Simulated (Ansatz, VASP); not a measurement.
**NaCl in VASP and in Ansatz**

Contents of INCAR:

```
ALGO = Normal ; EDIFF = 1E-6
ENCUT = 520 ; GGA = PS
ISIF = 2 ; ISMEAR = 0
LASPH = T ; LCHARG = F
LREAL = F ; LWAVE = F
NBANDS = 14 ; NELM = 80
PREC = Accurate ; SIGMA = 0.02
```

The input KPOINTS:

```
k-points
0
Gamma
  6 6 6
```

POSCAR

```
NaCl
1.0
    3.7652394909      0.0000000000      0.0000000000
    0.0000000000      3.5551080909      0.0000000000
    0.0000000000      0.0000000000      3.5551080909
Na Cl
1 1
Direct
    0.0000000000      0.0000000000      0.0000000000
    0.5000000000      0.5000000000      0.5000000000
```

Input for Ansatz:

```yaml
crystal:
  lattice:
    - [3.7652394909, 0.0, 0.0]
    - [0.0, 3.5551080909, 0.0]
    - [0.0, 0.0, 3.5551080909]
  atoms:
    - { symbol: Na, position: [0.0, 0.0, 0.0] }
    - { symbol: Cl, position: [0.5, 0.5, 0.5] }
basis:
  ecutwfc: 420
kpoints:
  mp_grid: { grid: [6, 6, 6] }
hamiltonian:
  xc: pbesol
scf:
  occupations: { method: gaussian, width: 0.02 }
output:
  forces: true
  stress: true
  eigenvalues: true
```

Alike in both runs: task single point; functional PBEsol; k mesh 6 × 6 × 6; occupations gaussian, width 0.02 eV; no spin polarisation.

|  | VASP | Ansatz |
| --- | --- | --- |
| version | VASP 6.6.1 | Ansatz 0.2.0 |
| potentials or method | VASP PAW PBE potentials, release 64 (Na_pv, Cl), cutoff 520 eV | scalar-relativistic, plane waves, PAW |
| valence electrons in the cell | 14 | 16 |

|  | VASP | Ansatz | Ansatz less VASP |
| --- | --- | --- | --- |
| gap on the k mesh at the Fermi level (eV) | 3.39 | 3.39 | +0.002 |
| least direct gap on the mesh (eV) | 3.78 | 3.78 | +0.002 |
| pressure (GPa) | -3.0 | -3.0 | 0.00 |
| traceless stress, the component that is largest in VASP (GPa) | -2.31 | -2.31 | +0.002 |

VASP's potentials were made for PBE, not for PBEsol. The functional is the same, so the differences come from potentials, cutoffs and numerics. VASP's potentials hold 14 valence electrons a cell and Ansatz's 16, so a difference there can come from the potentials and not from the codes.
